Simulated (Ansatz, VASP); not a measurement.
## ZrB2: VASP beside Ansatz

File INCAR:

```
  PREC = Accurate
  ENCUT = 520
  EDIFF = 1E-6
  ISMEAR = -1
  SIGMA = 0.05
  LREAL = F
  LASPH = T
  NELM = 60
  ALGO = Normal
  ISIF = 2
  LWAVE = F
  LCHARG = F
  NBANDS = 16
```

KPOINTS

```
regular mesh
0
Gamma
  10 10 8
```

The input POSCAR:

```
ZrB2
1.0
    3.2321726471      0.0000000000      0.0000000000
   -1.6160863235      2.7991436218      0.0000000000
    0.0000000000      0.0000000000      3.6022921016
Zr B
1 2
Direct
    0.0000000000      0.0000000000      0.0000000000
    0.6666666667      0.3333333333      0.5000000000
    0.3333333333      0.6666666667      0.5000000000
```

The input input.yaml:

```yaml
crystal:
  lattice:
    - [3.2321726471, 0.0, 0.0]
    - [-1.6160863235, 2.7991436218, 0.0]
    - [0.0, 0.0, 3.6022921016]
  atoms:
    - { symbol: Zr, position: [0.0, 0.0, 0.0] }
    - { symbol: B, position: [0.6666666667, 0.3333333333, 0.5] }
    - { symbol: B, position: [0.3333333333, 0.6666666667, 0.5] }
kpoints:
  mp_grid: { grid: [10, 10, 8] }
scf:
  occupations: { method: fermi_dirac, width: 0.05 }
hamiltonian:
  xc: lda
  pseudopotentials: { kind: all_electron, lapw: { basis_error: 0.002 } }
output:
  forces: true
  stress: true
  eigenvalues: true
```

Change from the starting cell: volume scaled by 1.06.

Alike in both runs: task single point; functional LDA; k mesh 10 × 10 × 8; occupations fermi-dirac, width 0.05 eV; no spin polarisation.

|  | VASP | Ansatz |
| --- | --- | --- |
| version | VASP 6.6.1 | Ansatz 0.2.0 |
| potentials or method | VASP PAW LDA potentials, release 64 (Zr_sv, B), cutoff 520 eV | all-electron LAPW, scalar-relativistic |

|  | VASP | Ansatz | Ansatz less VASP |
| --- | --- | --- | --- |
| gap on the k mesh at the Fermi level (eV) | none | none | - |
| pressure (GPa) | -20.1 | -20.5 | -0.37 |
| traceless stress, the component that is largest in VASP (GPa) | 1.38 | 1.39 | +0.013 |

LDA's correlation is that of Perdew and Zunger in VASP and of Perdew and Wang (1992) in Ansatz. A gap of «none» marks a metal or a gap that the smearing closes. Ansatz ran all-electron here, and VASP with PAW potentials.
